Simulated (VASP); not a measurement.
Here is a VASP 6.6.1 calculation.

INCAR

```
ALGO = Normal
EDIFF = 1E-6
ENCUT = 520
GGA = PE
ISIF = 2
ISMEAR = 0
ISPIN = 2
LASPH = True
LCHARG = False
LMAXMIX = 4
LORBIT = 11
LREAL = False
LWAVE = False
MAGMOM = 0 0 0 1 1 0
NBANDS = 42
NELM = 150
PREC = Accurate
SIGMA = 0.1
```

Contents of KPOINTS:

```
k-points
0
Gamma
  6 6 2
```

POSCAR

```
K3Zr2S
1.0
    5.3129241498      0.0000000000      0.0000000000
   -2.6564620749      4.6011272821      0.0000000000
    0.0000000000      0.0000000000      8.5863866590
K Zr S
3 2 1
Direct
    0.3333333333      0.6666666667      0.3870521429
    0.6666666667      0.3333333333      0.6129478571
    0.0000000000      0.0000000000      0.0000000000
    0.3333333333      0.6666666667      0.9326780398
    0.6666666667      0.3333333333      0.0673219602
    0.0000000000      0.0000000000      0.5000000000
```

Potentials or basis: VASP PAW PBE potentials, release 64 (K_sv, Zr_sv, S).

The run is started by

```bash
$ cat potpaw_PBE.64/K_sv/POTCAR potpaw_PBE.64/Zr_sv/POTCAR potpaw_PBE.64/S/POTCAR > POTCAR
$ mpirun -np 1 vasp_std > vasp.out
```

Estimate the largest force.

0.422 eV/Å.

Predict the pressure.

0.7 GPa.

Predict the net moment.

3.54 μB per cell.

Stress tensor (GPa, compression positive):
```
 1.35  0.00  0.00
 0.00  1.35  0.00
 0.00  0.00 -0.73
```

Caveat: the k points lie up to 0.37 Å⁻¹ apart.
